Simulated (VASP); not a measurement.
# ZnCu in VASP: notebook

Aim: see how the results for ZnCu move with the level of theory and the settings. Levels: r2SCAN, PBE. Tasks: single point, relaxation of cell and atoms.

Everything below comes from runs of VASP 6.6.1. Logs are shortened: lines on timing, memory, paths and dates and some standing lists are left out, and cuts for length are marked.

### Step 1. The cell of the first run

It takes space group Pm-3m (No. 221, cubic). Conventional cell: a = 2.945 Å, b = 2.945 Å, c = 2.945 Å, α = 90.00°, β = 90.00°, γ = 90.00°. Zn (site symmetry m-3m) has 8 Cu at 2.55 Å and 6 Zn at 2.94 Å within 3.4 Å. Within 3.4 Å of Cu (site symmetry m-3m) lie 8 Zn at 2.55 Å and 6 Cu at 2.94 Å.

### Step 2. Single point, r2SCAN

POSCAR

```
ZnCu
1.0
    2.9450000000      0.0000000000      0.0000000000
    0.0000000000      2.9450000000      0.0000000000
    0.0000000000      0.0000000000      2.9450000000
Zn Cu
1 1
Direct
    0.5000000000      0.5000000000      0.5000000000
    0.0000000000      0.0000000000      0.0000000000
```

INCAR.step1

```
SYSTEM = ZnCu
PREC     = Accurate       ! precision mode
ENCUT    = 520            ! plane-wave cutoff, eV
ISMEAR   = -5             ! smearing method
SIGMA    = 0.1            ! smearing width, eV
LREAL    = .False.        ! projectors in reciprocal space
LASPH    = .True.         ! aspherical terms in the spheres
NELM     = 60             ! most SCF steps
NBANDS   = 18             ! bands
GGA      = PE             ! functional
ALGO     = Normal         ! electronic algorithm
EDIFF    = 1E-4           ! SCF threshold, eV
LWAVE    = .True.         ! write WAVECAR
LCHARG   = .False.        ! write CHGCAR
```

INCAR.step2

```
SYSTEM = ZnCu
PREC     = Accurate       ! precision mode
ENCUT    = 520            ! plane-wave cutoff, eV
EDIFF    = 1E-7           ! SCF threshold, eV
ISMEAR   = -5             ! smearing method
SIGMA    = 0.1            ! smearing width, eV
LREAL    = .False.        ! projectors in reciprocal space
LASPH    = .True.         ! aspherical terms in the spheres
NELM     = 60             ! most SCF steps
ALGO     = Normal         ! electronic algorithm
ISIF     = 2              ! what is computed and relaxed
LWAVE    = .False.        ! write WAVECAR
LCHARG   = .False.        ! write CHGCAR
METAGGA  = R2SCAN         ! meta-GGA
LMIXTAU  = .True.       
NBANDS   = 18             ! bands
ISTART   = 1
```

KPOINTS

```
Automatic mesh
0
Gamma
  9 9 9
  0 0 0
```

Potentials or basis: VASP PAW PBE potentials, release 64 (Zn, Cu).

Run with:

```bash
$ cat potpaw_PBE.64/Zn/POTCAR potpaw_PBE.64/Cu/POTCAR > POTCAR
$ cp INCAR.step1 INCAR
$ mpirun -np 1 vasp_std > vasp.out
$ cp INCAR.step2 INCAR
$ mpirun -np 1 vasp_std > vasp.out
```

OUTCAR:

```text
SYSTEM = ZnCu
   PREC = Accurate
   ENCUT = 520
   EDIFF = 1E-7
   ISMEAR = -5
   LREAL = .False.
   LASPH = .True.
   NELM = 60
   ISIF = 2
   METAGGA = R2SCAN
   ISTART = 1

 ion  position               nearest neighbor table
   1  0.500  0.500  0.500-   2 2.55   2 2.55   2 2.55   2 2.55   2 2.55   2 2.55   2 2.55   2 2.55

   2  0.000  0.000  0.000-   1 2.55   1 2.55   1 2.55   1 2.55   1 2.55   1 2.55   1 2.55   1 2.55

  LATTYP: Found a simple cubic cell.
 ALAT       =     2.9450000000

  Lattice vectors:

 A1 = (   2.9450000000,   0.0000000000,   0.0000000000)
 A2 = (   0.0000000000,   2.9450000000,   0.0000000000)
 A3 = (   0.0000000000,   0.0000000000,   2.9450000000)

Analysis of symmetry for initial positions (statically):
=====================================================================
 Subroutine PRICEL returns:
 Original cell was already a primitive cell.

 Routine SETGRP: Setting up the symmetry group for a
 simple cubic supercell.

 Subroutine GETGRP returns: Found 48 space group operations
 (whereof 48 operations were pure point group operations)
 out of a pool of 48 trial point group operations.

The static configuration has the point symmetry O_h .

Analysis of symmetry for dynamics (positions and initial velocities):
=====================================================================
 Subroutine PRICEL returns:
 Original cell was already a primitive cell.

 Routine SETGRP: Setting up the symmetry group for a
 simple cubic supercell.

 Subroutine GETGRP returns: Found 48 space group operations
 (whereof 48 operations were pure point group operations)
 out of a pool of 48 trial point group operations.

The dynamic configuration has the point symmetry O_h .

 Subroutine INISYM returns: Found 48 space group operations
 (whereof 48 operations are pure point group operations),
 and found     1 'primitive' translations

----------------------------------------------------------------------------------------

                                     Primitive cell

  volume of cell :      25.5421

  direct lattice vectors                    reciprocal lattice vectors
     2.945000000  0.000000000  0.000000000     0.339558574  0.000000000  0.000000000
     0.000000000  2.945000000  0.000000000     0.000000000  0.339558574  0.000000000
     0.000000000  0.000000000  2.945000000     0.000000000  0.000000000  0.339558574

  length of vectors
     2.945000000  2.945000000  2.945000000     0.339558574  0.339558574  0.339558574

  position of ions in fractional coordinates (direct lattice)
     0.500000000  0.500000000  0.500000000
     0.000000000  0.000000000  0.000000000

  ion indices of the primitive-cell ions
   primitive index   ion index
                 1           1
                 2           2

----------------------------------------------------------------------------------------

 KPOINTS: Automatic mesh

Automatic generation of k-mesh.
 Grid dimensions read from file:
 generate k-points for:    9    9    9

 Generating k-lattice:

  Cartesian coordinates                     Fractional coordinates (reciprocal lattice)
     0.037728730  0.000000000  0.000000000     0.111111111  0.000000000  0.000000000
     0.000000000  0.037728730  0.000000000     0.000000000  0.111111111  0.000000000
     0.000000000  0.000000000  0.037728730     0.000000000  0.000000000  0.111111111

  Length of vectors
     0.037728730  0.037728730  0.037728730

  Shift w.r.t. Gamma in fractional coordinates (k-lattice)
     0.000000000  0.000000000  0.000000000

 TETIRR: Found    353 inequivalent tetrahedra from     4374

 Subroutine IBZKPT returns following result:
 ===========================================

 Found     35 irreducible k-points:

 Following reciprocal coordinates:
            Coordinates               Weight
  0.000000  0.000000  0.000000      1.000000
  0.111111  0.000000  0.000000      6.000000
  0.222222  0.000000  0.000000      6.000000
  0.333333  0.000000  0.000000      6.000000
  0.444444  0.000000  0.000000      6.000000
  0.111111  0.111111  0.000000     12.000000
[... 16 lines left out ...]
  0.333333  0.333333  0.111111     24.000000
  0.444444  0.333333  0.111111     48.000000
 [... further k-points ...]
   k-points           NKPTS =     35   k-points in BZ     NKDIM =     35   number of bands    NBANDS=     18
   number of dos      NEDOS =    301   number of ions     NIONS =      2
   total plane-waves  NPLWV =  13824
   dimension x,y,z NGX =    24 NGY =   24 NGZ =   24
   dimension x,y,z NGXF=    48 NGYF=   48 NGZF=   48
   ions per type =               1   1
   NGX,Y,Z   is equivalent  to a cutoff of  13.55, 13.55, 13.55 a.u.
   NGXF,Y,Z  is equivalent  to a cutoff of  27.10, 27.10, 27.10 a.u.
 SYSTEM =  ZnCu
   PREC   = accura    normal or accurate (medium, high low for compatibility)
   ISTART =      1    job   : 0-new  1-cont  2-samecut
   ICHARG =      0    charge: 1-file 2-atom 10-const
[... 89 lines left out ...]
      2      -2.7036      2.00000
      3      -2.6087      2.00000
      4      -2.1402      2.00000
      5      -2.1402      2.00000
      6      -2.0358      2.00000
[... 10 lines left out ...]
     17      24.1351      0.00000
     18      24.8791      0.00000

 k-point     4 :       0.3333    0.0000    0.0000
  band No.  band energies     occupation
      1      -3.5041      2.00000
      2      -2.6245      2.00000
      3      -2.3219      2.00000
      4      -2.1972      2.00000
      5      -2.1972      2.00000
      6      -2.0079      2.00000
[... 10 lines left out ...]
     17      21.9124      0.00000
     18      21.9124      0.00000

 k-point     5 :       0.4444    0.0000    0.0000
  band No.  band energies     occupation
      1      -2.8785      2.00000
      2      -2.5717      2.00000
      3      -2.2342      2.00000
      4      -2.2342      2.00000
      5      -1.9895      2.00000
      6      -1.4279      2.00000
[... 10 lines left out ...]
     17      19.2559      0.00000
     18      20.0589      0.00000

 k-point     6 :       0.1111    0.1111    0.0000
  band No.  band energies     occupation
      1      -4.9300      2.00000
      2      -2.7371      2.00000
      3      -2.7104      2.00000
      4      -2.1100      2.00000
      5      -2.0991      2.00000
      6      -2.0662      2.00000
[... 10 lines left out ...]
     17      20.6800      0.00000
     18      24.7631      0.00000

 k-point     7 :       0.2222    0.1111    0.0000
  band No.  band energies     occupation
      1      -4.2686      2.00000
      2      -2.6711      2.00000
      3      -2.5771      2.00000
      4      -2.1533      2.00000
      5      -2.1472      2.00000
      6      -2.0576      2.00000
[... 10 lines left out ...]
     17      21.6648      0.00000
     18      24.3466      0.00000

 k-point     8 :       0.3333    0.1111    0.0000
  band No.  band energies     occupation
      1      -3.3433      2.00000
      2      -2.5954      2.00000
      3      -2.3994      2.00000
      4      -2.2065      2.00000
      5      -2.0630      2.00000
      6      -2.0428      2.00000
[... 10 lines left out ...]
     17      21.2884      0.00000
     18      22.1005      0.00000
[... 229 lines left out ...]
     17      22.2594      0.00000
     18      22.8558      0.00000

 k-point    20 :       0.2222    0.2222    0.1111
  band No.  band energies     occupation
      1      -3.4821      2.00000
      2      -2.5651      2.00000
      3      -2.4515      2.00000
      4      -2.2036      2.00000
      5      -2.2029      2.00000
      6      -2.0608      2.00000
[... 10 lines left out ...]
     17      22.1700      0.00000
     18      22.6298      0.00000

 k-point    21 :       0.3333    0.2222    0.1111
  band No.  band energies     occupation
      1      -2.8970      2.00000
      2      -2.5447      2.00000
      3      -2.3440      2.00000
      4      -2.2748      2.00000
      5      -2.1783      2.00000
      6      -1.6325      2.00000
[... 10 lines left out ...]
     17      21.7358      0.00000
     18      23.1372      0.00000

 k-point    22 :       0.4444    0.2222    0.1111
  band No.  band energies     occupation
      1      -2.6826      2.00000
      2      -2.5590      2.00000
      3      -2.3340      2.00000
      4      -2.2995      2.00000
      5      -2.1774      2.00000
      6      -0.4367      2.00000
[... 10 lines left out ...]
     17      22.6615      0.00000
     18      23.7104      0.00000

 k-point    23 :       0.3333    0.3333    0.1111
  band No.  band energies     occupation
      1      -2.8128      2.00000
      2      -2.5723      2.00000
      3      -2.3102      2.00000
      4      -2.2704      2.00000
      5      -2.1014      2.00000
      6      -0.8782      2.00000
[... 10 lines left out ...]
     17      20.5538      0.00000
     18      22.3547      0.00000

 k-point    24 :       0.4444    0.3333    0.1111
  band No.  band energies     occupation
      1      -2.8360      2.00000
      2      -2.5657      2.00000
      3      -2.3546      2.00000
      4      -2.2954      2.00000
      5      -1.9951      2.00000
      6       0.1185      2.00000
[... 10 lines left out ...]
     17      21.4469      0.00000
     18      22.6468      0.00000

 [... further k-points ...]
[... 5 lines left out ...]
  --------------------------------------------------------------------------------------
  -------------------------------------------------------------------------------------
  Total       -0.4335867     -0.4335867     -0.4335867      0.0000000      0.0000000     -0.0000000
  in kB      -27.1976039    -27.1976039    -27.1976039      0.0000000      0.0000000     -0.0000000
  external PRESSURE =     -27.1976039 kB  Pullay stress =       0.0000000 kB

 VOLUME and BASIS-vectors are now :
 -----------------------------------------------------------------------------
  energy-cutoff  :      520.00
  volume of cell :       25.54
      direct lattice vectors                 reciprocal lattice vectors
     2.945000000  0.000000000  0.000000000     0.339558574  0.000000000  0.000000000
     0.000000000  2.945000000  0.000000000     0.000000000  0.339558574  0.000000000
     0.000000000  0.000000000  2.945000000     0.000000000  0.000000000  0.339558574

 POSITION                                       TOTAL-FORCE (eV/Angst)
 -----------------------------------------------------------------------------------
      1.47250      1.47250      1.47250         0.000000      0.000000      0.000000
      0.00000      0.00000      0.00000         0.000000      0.000000      0.000000
 -----------------------------------------------------------------------------------
    total drift:                                0.000000      0.000000     -0.000000

  FREE ENERGIE OF THE ION-ELECTRON SYSTEM (eV)
  ---------------------------------------------------
  free  energy   TOTEN  =       -19.9325459196 eV

  energy  without entropy=      -19.9325459196  energy(sigma->0) =      -19.93254592
```

It took 21 s on 1 thread of Intel Xeon 6975P-C (Granite Rapids), shared host; peak memory 0.15 GiB.

What came out:

* Free energy: -19.9325 eV
* Pressure: -2.7 GPa
* Band gap on the k mesh: zero (an odd number of electrons rules out a gap without spin polarisation)

Levels at points of the mesh, in eV from the Fermi level:
| k point | band 8 | band 9 | band 10 | band 11 | band 12 | band 13 | band 14 | band 15 |
| --- | --- | --- | --- | --- | --- | --- | --- | --- |
| (0.00, 0.00, 0.00) | -3.73 | -2.84 | -2.84 | -2.84 | 6.62 | 6.62 | 6.62 | 11.51 |

Caveat: the PAW data sets were made with another functional, which shifts forces and pressure a little; tetrahedron occupations give inexact forces and stress in metals.

### Step 3. Single point, PBE

This run uses another cell than the first one, of 11.77 Å³/atom.

INCAR

```
SYSTEM = ZnCu
ALGO = Normal
EDIFF = 1E-6
ENCUT = 700
GGA = PE
GGA_COMPAT = .FALSE.
ISIF = 2
ISMEAR = -1
LASPH = .TRUE.
LCHARG = .FALSE.
LREAL = .FALSE.
LWAVE = .FALSE.
NBANDS = 22
NELM = 120
PREC = Accurate
SIGMA = 0.05
```

KPOINTS

```
k-points
0
G
  8 8 8
  0 0 0
```

POSCAR

```
ZnCu
1.0
    2.8272000000      0.0000000000      0.0000000000
    0.0000000000      2.8272000000      0.0000000000
    0.0000000000      0.0000000000      2.9450000000
Zn Cu
1 1
Direct
    0.5000000000      0.5000000000      0.5000000000
    0.0000000000      0.0000000000      0.0000000000
```

Potentials or basis: VASP PAW PBE potentials, release 64 (Zn, Cu_sv_GW).

Run with:

```bash
$ cat potpaw_PBE.64/Zn/POTCAR potpaw_PBE.64/Cu_sv_GW/POTCAR > POTCAR
$ mpirun -np 1 vasp_std > vasp.out
```

Run time: 27 s. Hardware: 1 thread of AMD EPYC 9R45 (Zen 5), shared host; peak memory 0.18 GiB.

It converged, with:

* Free energy: -4.9702 eV
* Pressure: 12.7 GPa
* Band gap on the k mesh: zero (an odd number of electrons rules out a gap without spin polarisation)

Stress tensor (GPa, compression positive):
```
13.03  0.00  0.00
 0.00 13.03  0.00
 0.00  0.00 11.95
```

Levels at points of the mesh, in eV from the Fermi level:
```tsv
k point	band 14	band 15	band 16	band 17	band 18	band 19
(0.00, 0.00, 0.00)	-2.66	-2.62	5.70	7.21	7.21	11.35
(0.50, 0.00, 0.00)	-3.25	-2.77	-1.76	11.90	12.38	13.26
(0.50, 0.50, 0.00)	-2.34	-1.79	-1.79	2.63	2.90	14.31
(0.00, 0.00, 0.50)	-3.24	-2.71	-2.05	12.82	12.82	13.44
(0.50, 0.00, 0.50)	-2.42	-2.13	-2.04	2.22	2.46	15.42
(0.50, 0.50, 0.50)	-2.33	4.64	4.64	4.66	4.83	4.88
```

Caveat: the cell stands under pressure.

### Step 4. Relaxation of cell and atoms, PBE (13.15 Å³/atom)

This run uses another cell than the first one, of 13.15 Å³/atom.

POSCAR

```
ZnCu
1.0
    2.9741603123      0.0000000000      0.0000000000
    0.0000000000      2.9741603123      0.0000000000
    0.0000000000      0.0000000000      2.9741603123
Zn Cu
1 1
Direct
    0.5000000000      0.5000000000      0.5000000000
    0.0000000000      0.0000000000      0.0000000000
```

INCAR.step1

```
GGA = PE
ISMEAR = 1
SIGMA = 0.05
LWAVE = F
LCHARG = F
NSW = 80
PREC = Accurate
LASPH = T
LREAL = F
ALGO = Normal
EDIFF = 1E-7
NELM = 120
GGA_COMPAT = F
IBRION = 2
ISIF = 3
EDIFFG = -0.002
NELMIN = 4
ENCUT = 780
KPAR = 2
POTIM = 0.5
```

INCAR.step4

```
GGA = PE
ISMEAR = 1
SIGMA = 0.05
LWAVE = F
LCHARG = F
PREC = Accurate
LASPH = T
LREAL = F
ALGO = Normal
EDIFF = 1E-7
NELM = 120
GGA_COMPAT = F
ISIF = 2
ENCUT = 780
KPAR = 2
```

KPOINTS

```
Automatic mesh
0
Gamma
  12 12 12
  0 0 0
```

Potentials or basis: VASP PAW PBE potentials, release 64 (Zn, Cu).

Run with:

```bash
$ cat potpaw_PBE.64/Zn/POTCAR potpaw_PBE.64/Cu/POTCAR > POTCAR
$ cp INCAR.step1 INCAR
$ cp POSCAR.step1 POSCAR
$ mpirun -np 2 vasp_std > vasp.out
$ cp CONTCAR POSCAR
$ mpirun -np 2 vasp_std > vasp.out
$ cp CONTCAR POSCAR
$ mpirun -np 2 vasp_std > vasp.out
$ cp CONTCAR POSCAR
$ cp INCAR.step4 INCAR
$ mpirun -np 2 vasp_std > vasp.out
```

It took 1.8 min on 2 MPI ranks of Intel Xeon 6975P-C (Granite Rapids), shared host; peak memory 0.2 GiB.

It converged, with:

| Quantity | Value |
| --- | --- |
| Free energy | -5.0100 eV |
| Relaxed volume | 13.10 Å³/atom |
| Relaxed cell | a = 2.970 Å, b = 2.970 Å, c = 2.970 Å, α = 90.00°, β = 90.00°, γ = 90.00° |
| Space group after relaxing (to 0.1 Å) | Pm-3m (No. 221) |
| Energy gained by relaxing | 0.1 meV/atom |
| Ionic steps | 12 |
| Pressure after relaxing | 0.0 GPa |
| Band gap on the k mesh | zero (an odd number of electrons rules out a gap without spin polarisation) |

Step by step:
| step | energy change (eV) | largest force (eV/Å) | pressure (GPa) | volume (Å³) |
| --- | --- | --- | --- | --- |
| 1 | 0.0000 | 0.0000 | -0.42 | 26.31 |
| 2 | -0.0002 | 0.0000 | 0.08 | 26.18 |
| 3 | -0.0002 | 0.0000 | 0.03 | 26.19 |
| 4 | -0.0002 | 0.0000 | 0.01 | 26.20 |
| 5 | -0.0002 | 0.0000 | 0.04 | 26.20 |
| 6 | -0.0002 | 0.0000 | -0.05 | 26.21 |
| 7 | -0.0002 | 0.0000 | -0.05 | 26.20 |
| 8 | -0.0002 | 0.0000 | -0.01 | 26.20 |
| 9 | -0.0002 | 0.0000 | 0.03 | 26.20 |
| 10 | -0.0002 | 0.0000 | -0.04 | 26.21 |
| 11 | -0.0002 | 0.0000 | -0.06 | 26.20 |
| 12 | -0.0002 | 0.0000 | -0.01 | 26.20 |

Final structure:
```cif
data_structure
_symmetry_space_group_name_H-M 'P 1'
_symmetry_Int_Tables_number 1
_cell_length_a 2.9702
_cell_length_b 2.9702
_cell_length_c 2.9702
_cell_angle_alpha 90.000
_cell_angle_beta 90.000
_cell_angle_gamma 90.000
_cell_volume 26.20
loop_
_atom_site_label
_atom_site_type_symbol
_atom_site_fract_x
_atom_site_fract_y
_atom_site_fract_z
_atom_site_occupancy
Zn1 Zn 0.50000 0.50000 0.50000 1
Cu1 Cu 0.00000 0.00000 0.00000 1
```

Levels at points of the mesh, in eV from the Fermi level:
```
           k point  band 7  band 8  band 9  band 10  band 11  band 12  band 13  band 14  band 15
(0.00, 0.00, 0.00)   -3.40   -3.40   -2.58    -2.58    -2.58     6.25     6.25     6.25    11.20
(0.50, 0.00, 0.00)   -5.01   -3.50   -3.10    -3.10    -2.65    -1.88    11.60    11.60    12.24
(0.50, 0.50, 0.00)   -3.21   -2.73   -2.73    -2.35    -1.70    -1.70     1.75     2.11    13.77
(0.50, 0.50, 0.50)   -4.07   -4.07   -2.33    -2.33     3.78     4.39     4.39     4.39     4.54
```

### Step 5. Summary

| task | level | potentials or basis | cell | k mesh | cutoff (eV) | smearing | dipole correction | tolerance level | purpose | passes | gap on the mesh (eV) | pressure (GPa) |
| --- | --- | --- | --- | --- | --- | --- | --- | --- | --- | --- | --- | --- |
| single point | r2SCAN | VASP PAW PBE potentials, release 64 (Zn, Cu) | a = 2.945 Å, 2 atoms | 9 × 9 × 9 | 520 | tetrahedron | no | - | - | - | none | -2.7 |
| single point | PBE | VASP PAW PBE potentials, release 64 (Zn, Cu_sv_GW) | a = 2.827, b = 2.827, c = 2.945 Å, 2 atoms | 8 × 8 × 8 | 700 | fermi-dirac 0.05 eV | no | - | - | - | none | 12.7 |
| relaxation of cell and atoms | PBE | VASP PAW PBE potentials, release 64 (Zn, Cu) | relaxed from a = 2.974 Å, 2 atoms | 12 × 12 × 12 | 780 | methfessel-paxton 0.05 eV | - | standard | cell | 3 | none | 0.0 |

Alike in all rows: no spin polarisation.

Caveats: the PAW data sets were made with another functional, which shifts forces and pressure a little (at least some runs); tetrahedron occupations give inexact forces and stress in metals (at least some runs); the cell stands under pressure (at least some runs).

Absolute energies hang on the potentials; compare differences alone.
